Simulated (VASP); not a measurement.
# ReS2 in VASP: a series of runs

The runs below take ReS2 through single point, with LDA.

All numbers are computed with VASP 6.6.1; they aren't measurements. Logs are shortened: lines on timing, memory, paths and dates and some standing lists are left out, and cuts for length are marked.

## Step 1: The cell of the first run

The cell holds a sheet with vacuum, 24 atoms: a = 6.295 Å, b = 6.398 Å, c = 23.000 Å, α = 90.00°, β = 90.00°, γ = 61.24°.

## Step 2: Single point, LDA

File INCAR:

```
PREC = Accurate
ENCUT = 520
EDIFF = 1E-6
ISMEAR = 0
SIGMA = 0.01
LREAL = Auto
LASPH = T
NELM = 100
ALGO = Normal
ISIF = 2
LWAVE = F
LCHARG = F
NBANDS = 94
```

File KPOINTS:

```
Automatic mesh
0
Gamma
  4 4 1
```

File POSCAR:

```
ReS2
1.0
    6.2948224531     -0.0068751391      0.0000000000
    3.0851180656      5.6055924670      0.0000000000
    0.0000000000      0.0000000000     23.0000000000
Re S
8 16
Direct
   -0.0585673173      0.3119422500      0.3672663474
    0.0641368984      0.6864267752      0.3717589131
    0.5147136288      0.2848570475      0.3688771326
    0.4906588476      0.7136228603      0.3701430984
    0.3026305945      0.1120343732      0.6282410554
    0.4253349356      0.4865189960      0.6327336388
    0.8761087380      0.0848383774      0.6298569035
    0.8520539839      0.5136041930      0.6311228921
    0.6864331150      0.9032873884      0.3185229265
    0.1477579822      0.9349271510      0.3112717555
   -0.1422209902      1.0633132972      0.4276207046
   -0.1817994414      0.6057260037      0.4372392287
    0.3190651980      1.0950814113      0.4205571897
    0.6476279994      0.4410709639      0.2941556790
    0.3575660707      0.5575247760      0.4449074985
    0.1870176886      0.3936499823      0.3018399556
    1.0477024814      0.7033798341      0.5794428198
    0.5089888018      0.7351479285      0.5723792968
    0.2190097415      0.8635339477      0.6887282210
    0.1797498082      0.4048107616      0.6981600756
    0.6803344907      0.8951739257      0.6814770537
    1.0092014070      0.2409365599      0.5550924981
    0.7191395870      0.3573902750      0.7058443313
    0.5485671328      0.1927351526      0.5627607841
```

Potentials or basis: VASP PAW LDA potentials, release 64 (Re, S).

On the command line:

```console
> cat potpaw_LDA.64/Re/POTCAR potpaw_LDA.64/S/POTCAR > POTCAR
> mpirun -np 1 vasp_std > vasp.out
```

OUTCAR:

```text
PREC = Accurate
   ENCUT = 520
   EDIFF = 1E-6
   ISMEAR = 0
   LREAL = Auto
   LASPH = T
   NELM = 100
   ISIF = 2

 ion  position               nearest neighbor table
   1  0.941  0.312  0.367-  12 2.31  14 2.34  11 2.35  16 2.39  13 2.43  10 2.48   4 2.76   3 2.77
                             2 2.85
   2  0.064  0.686  0.372-  16 2.30  15 2.34  10 2.36  12 2.39   9 2.43  11 2.48   3 2.76   4 2.77
                             1 2.85
   3  0.515  0.285  0.369-  15 2.33  14 2.34  11 2.36  16 2.39  13 2.42   9 2.44   4 2.67   2 2.76
                             1 2.77
   4  0.491  0.714  0.370-  14 2.33  15 2.34  10 2.36  12 2.40   9 2.42  13 2.44   3 2.67   1 2.76
                             2 2.77
   5  0.303  0.112  0.628-  20 2.30  22 2.34  19 2.36  24 2.39  21 2.43  18 2.48   8 2.76   7 2.77
                             6 2.85
   6  0.425  0.487  0.633-  24 2.31  23 2.34  18 2.35  20 2.39  17 2.43  19 2.48   7 2.76   8 2.77
                             5 2.85
   7  0.876  0.085  0.630-  23 2.33  22 2.34  19 2.36  24 2.40  21 2.42  17 2.44   8 2.67   6 2.76
                             5 2.77
   8  0.852  0.514  0.631-  22 2.33  23 2.34  18 2.36  20 2.39  17 2.42  21 2.44   7 2.67   5 2.76
                             6 2.77
   9  0.686  0.903  0.319-   4 2.42   2 2.43   3 2.44
  10  0.148  0.935  0.311-   2 2.36   4 2.36   1 2.48
  11  0.858  0.063  0.428-   1 2.35   3 2.36   2 2.48
  12  0.818  0.606  0.437-   1 2.31   2 2.39   4 2.40
  13  0.319  0.095  0.421-   3 2.42   1 2.43   4 2.44
  14  0.648  0.441  0.294-   4 2.33   3 2.34   1 2.34
[... 8 lines left out ...]
  23  0.719  0.357  0.706-   7 2.33   8 2.34   6 2.34
  24  0.549  0.193  0.563-   6 2.31   5 2.39   7 2.40

  LATTYP: Found a simple monoclinic cell.
 ALAT       =     6.2948262076
 B/A-ratio  =     3.6537942815
 C/A-ratio  =     1.0164674254
 COS(beta)  =    -0.4812066420

  Lattice vectors:

 A1 = (   6.2948224531,  -0.0068751391,   0.0000000000)
 A2 = (   0.0000000000,   0.0000000000,  23.0000000000)
 A3 = (  -3.0851180656,  -5.6055924670,   0.0000000000)

Analysis of symmetry for initial positions (statically):
=====================================================================
 Subroutine PRICEL returns:
 Original cell was already a primitive cell.

 Routine SETGRP: Setting up the symmetry group for a
 simple monoclinic supercell.

 Subroutine GETGRP returns: Found  2 space group operations
 (whereof  1 operations were pure point group operations)
 out of a pool of  4 trial point group operations.

The static configuration has the point symmetry C_1 .
 The point group associated with its full space group is S_2 .

Analysis of symmetry for dynamics (positions and initial velocities):
=====================================================================
 Subroutine PRICEL returns:
 Original cell was already a primitive cell.

 Routine SETGRP: Setting up the symmetry group for a
 simple monoclinic supercell.

 Subroutine GETGRP returns: Found  2 space group operations
 (whereof  1 operations were pure point group operations)
 out of a pool of  4 trial point group operations.

The dynamic configuration has the point symmetry C_1 .
 The point group associated with its full space group is S_2 .

 Subroutine INISYM returns: Found  2 space group operations
 (whereof  1 operations are pure point group operations),
 and found     1 'primitive' translations

----------------------------------------------------------------------------------------

                                     Primitive cell

  volume of cell :     812.0707

  direct lattice vectors                    reciprocal lattice vectors
     6.294822453 -0.006875139  0.000000000     0.158765282 -0.087378746  0.000000000
     3.085118066  5.605592467  0.000000000     0.000194722  0.178286107  0.000000000
     0.000000000  0.000000000 23.000000000     0.000000000  0.000000000  0.043478261

  length of vectors
     6.294826208  6.398485788 23.000000000     0.181222128  0.178286213  0.043478261

  position of ions in fractional coordinates (direct lattice)
     0.941432683  0.311942250  0.367266347
     0.064136898  0.686426775  0.371758913
     0.514713629  0.284857047  0.368877133
     0.490658848  0.713622860  0.370143098
     0.302630595  0.112034373  0.628241055
     0.425334936  0.486518996  0.632733639
[... 16 lines left out ...]
     0.719139587  0.357390275  0.705844331
     0.548567133  0.192735153  0.562760784

  ion indices of the primitive-cell ions
   primitive index   ion index
                 1           1
                 2           2
                 3           3
                 4           4
                 5           5
                 6           6
[... 16 lines left out ...]
                23          23
                24          24

----------------------------------------------------------------------------------------

 KPOINTS: Automatic mesh

Automatic generation of k-mesh.
 Grid dimensions read from file:
 generate k-points for:    4    4    1

 Generating k-lattice:

  Cartesian coordinates                     Fractional coordinates (reciprocal lattice)
     0.039691320 -0.021844686  0.000000000     0.250000000  0.000000000  0.000000000
     0.000048681  0.044571527  0.000000000     0.000000000  0.250000000  0.000000000
     0.000000000  0.000000000  0.043478261     0.000000000  0.000000000  1.000000000

  Length of vectors
     0.045305532  0.044571553  0.043478261

  Shift w.r.t. Gamma in fractional coordinates (k-lattice)
     0.000000000  0.000000000  0.000000000

 Subroutine IBZKPT returns following result:
 ===========================================

 Found     10 irreducible k-points:

 Following reciprocal coordinates:
            Coordinates               Weight
  0.000000  0.000000  0.000000      1.000000
  0.250000  0.000000  0.000000      2.000000
  0.500000  0.000000  0.000000      1.000000
 -0.000000  0.250000  0.000000      2.000000
  0.250000  0.250000  0.000000      2.000000
  0.500000  0.250000  0.000000      2.000000
 -0.250000  0.250000  0.000000      2.000000
 -0.000000  0.500000  0.000000      1.000000
  0.250000  0.500000  0.000000      2.000000
  0.500000  0.500000  0.000000      1.000000
   k-points           NKPTS =     10   k-points in BZ     NKDIM =     10   number of bands    NBANDS=     94
   number of dos      NEDOS =    301   number of ions     NIONS =     24
   total plane-waves  NPLWV = 414720
   dimension x,y,z NGX =    48 NGY =   48 NGZ =  180
   dimension x,y,z NGXF=    96 NGYF=   96 NGZF=  360
   ions per type =               8  16
   NGX,Y,Z   is equivalent  to a cutoff of  12.68, 12.47, 13.01 a.u.
   NGXF,Y,Z  is equivalent  to a cutoff of  25.35, 24.94, 26.02 a.u.
 SYSTEM =  unknown system
   PREC   = accura    normal or accurate (medium, high low for compatibility)
   ISTART =      0    job   : 0-new  1-cont  2-samecut
   ICHARG =      2    charge: 1-file 2-atom 10-const
   ISPIN  =      1    spin polarized calculation?
   LNONCOLLINEAR =      F non collinear calculations
   LSORBIT =      F    spin-orbit coupling
   LASPH  =      T    aspherical Exc in radial PAW
   ENCUT  =  520.0 eV  38.22 Ry    6.18 a.u.  11.70 11.90 42.76*2*pi/ulx,y,z
   NELM   =    100;   NELMIN=  2; NELMDL= -5     # of ELM steps
   EDIFF  = 0.1E-05   stopping-criterion for ELM
   LREAL  =      T    real-space projection
   EDIFFG = 0.1E-04   stopping-criterion for IOM
   NSW    =      0    number of steps for IOM
[... 5 lines left out ...]
   TEBEG  =    0.0;   TEEND  =   0.0 temperature during run
   PSTRESS=    0.0 pullay stress
   NELECT =     152.0000    total number of electrons
   NUPDOWN=      -1.0000    fix difference up-down
   EMIN   =  10.00;   EMAX   =-10.00  energy-range for DOS
   EFERMI =   0.00;   METHOD = LEGACY
   ISMEAR =     0;   SIGMA  =   0.01  broadening in eV -4-tet -1-fermi 0-gaus
   EFERMI_NEDOS =   21; number of points for ismear=-14 and -15
   IALGO  =     38    algorithm
   IMIX   =      4    mixing-type and parameters
     AMIX     =   0.40;   BMIX     =  1.00
     AMIX_MAG =   1.60;   BMIX_MAG =  1.00
  volume/ion in A,a.u.               =      33.84       228.34
  Fermi-wavevector in a.u.,A,eV,Ry     =   0.936465  1.769662 11.931849  0.876966
  Thomas-Fermi vector in A             =   2.063477
   LORBIT       =      0    0 simple, 1 ext, 2 COOP (PROOUT), +10 PAW based schemes
   GGA     = CA    functional components
   LHFCALC =     F    Hartree Fock is set to
   AEXX    =    0.0000 exact exchange contribution
   IVDW    =     0    specifies the selected vdW correction
   LEPSILON=     F    determine dielectric tensor
   LRPA    =     F    only Hartree local field effects (RPA)
 non-spin polarized calculation
 Gauss-broadening in eV      SIGMA  =   0.01
  energy-cutoff  :      520.00
  volume of cell :      812.07
 maximum number of plane-waves:     21898
 NGX is ok and might be reduce to    48
   NGX = 23   NGY = 23   NGZ = 85

 number of electron     151.9999998 magnetization

 Free energy of the ion-electron system (eV)
  ---------------------------------------------------
  ext. energy  EPLUGINS =         0.00000000
  ---------------------------------------------------
  free energy    TOTEN  =      -200.07154494 eV

  energy without entropy =     -200.07154494  energy(sigma->0) =     -200.07154494

 E-fermi :   0.1781     XC(G=0):  -6.2197

 val. band max:        0.1343586497   @ k =   0.0000   0.0000   0.0000
 cond. band min:       1.4667575536   @ k =   0.0000   0.0000   0.0000
 fundamental gap:      1.3323989038
 Fermi energy:         0.1781170449

 k-point     1 :       0.0000    0.0000    0.0000
  band No.  band energies     occupation
      1     -14.9736      2.00000
      2     -14.8665      2.00000
      3     -13.4711      2.00000
      4     -13.3540      2.00000
      5     -13.0455      2.00000
      6     -12.9917      2.00000
[... 80 lines left out ...]
     87       2.6534      0.00000
     88       2.7398      0.00000

 k-point     2 :       0.2500    0.0000    0.0000
  band No.  band energies     occupation
      1     -14.7061      2.00000
      2     -14.5977      2.00000
      3     -13.3973      2.00000
      4     -13.2865      2.00000
      5     -13.2492      2.00000
      6     -13.1699      2.00000
[... 717 lines left out ...]
     87       2.5991      0.00000
     88       2.6464      0.00000

 k-point    10 :       0.5000    0.5000    0.0000
  band No.  band energies     occupation
      1     -14.0250      2.00000
      2     -13.9328      2.00000
      3     -13.8881      2.00000
      4     -13.8136      2.00000
      5     -13.2430      2.00000
      6     -13.1597      2.00000
[... 80 lines left out ...]
     87       2.5641      0.00000
     88       2.6976      0.00000
 [bands above 88 left out]

------------------------ aborting loop because EDIFF is reached ----------------------------------------

  FORCE on cell =-STRESS in cart. coord.  units (eV):
  Direction    XX          YY          ZZ          XY          YZ          ZX
  --------------------------------------------------------------------------------------
  -------------------------------------------------------------------------------------
  Total        2.6972952      2.7567798      2.5596913     -0.0557921     -0.0786890     -0.0013970
  in kB        5.3216369      5.4389972      5.0501509     -0.1100751     -0.1552497     -0.0027563
  external PRESSURE =       5.2702617 kB  Pullay stress =       0.0000000 kB

 VOLUME and BASIS-vectors are now :
 -----------------------------------------------------------------------------
  energy-cutoff  :      520.00
  volume of cell :      812.07
      direct lattice vectors                 reciprocal lattice vectors
     6.294822453 -0.006875139  0.000000000     0.158765282 -0.087378746  0.000000000
     3.085118066  5.605592467  0.000000000     0.000194722  0.178286107  0.000000000
     0.000000000  0.000000000 23.000000000     0.000000000  0.000000000  0.043478261

 POSITION                                       TOTAL-FORCE (eV/Angst)
 -----------------------------------------------------------------------------------
      6.88853      1.74215      8.44713         0.022012     -0.021565     -0.015642
      2.52144      3.84739      8.55046        -0.020102      0.021784      0.015105
      4.11885      1.59325      8.48417        -0.014363     -0.042885     -0.012176
      5.29022      3.99691      8.51329         0.012928      0.042570      0.009967
      2.25065      0.62594     14.44954         0.020102     -0.021784     -0.015105
      4.17838      2.72430     14.55287        -0.022012      0.021565      0.015642
[... 16 lines left out ...]
      5.62945      1.99844     16.23442        -0.001565     -0.000944      0.167318
      4.04774      1.07662     12.94350        -0.002171     -0.033337     -0.129571
 -----------------------------------------------------------------------------------
    total drift:                               -0.000439      0.001721      0.000144

  FREE ENERGIE OF THE ION-ELECTRON SYSTEM (eV)
  ---------------------------------------------------
  free  energy   TOTEN  =      -200.0715449389 eV

  energy  without entropy=     -200.0715449389  energy(sigma->0) =     -200.07154494
```

It took 55 min on 1 thread of Intel Xeon Platinum 8375C at 2.90GHz (Ice Lake), shared host; peak memory 0.83 GiB.

What came out:

```
Free energy            : -200.0715 eV
Largest force          : 0.167 eV/Å
Band gap on the k mesh : 1.33 eV
```

Forces on the atoms (eV/Å):
```
Re   0.022 -0.022 -0.016
Re  -0.020  0.022  0.015
Re  -0.014 -0.043 -0.012
Re   0.013  0.043  0.010
Re   0.020 -0.022 -0.015
Re  -0.022  0.022  0.016
Re  -0.013 -0.043 -0.010
Re   0.014  0.043  0.012
S    0.005  0.009 -0.071
S   -0.005  0.046 -0.090
S    0.004 -0.046  0.091
S    0.002  0.033  0.130
S   -0.006 -0.010  0.069
S    0.002  0.001 -0.167
S   -0.003 -0.001  0.166
S   -0.002 -0.035 -0.131
S    0.006  0.010 -0.069
S   -0.004  0.046 -0.091
S    0.005 -0.046  0.090
S    0.002  0.035  0.131
S   -0.005 -0.009  0.071
S    0.003  0.001 -0.166
S   -0.002 -0.001  0.167
S   -0.002 -0.033 -0.130
```

Caveat: spin-orbit coupling is left out, which moves the levels of the heavy elements.

[end of part 1 of 2]
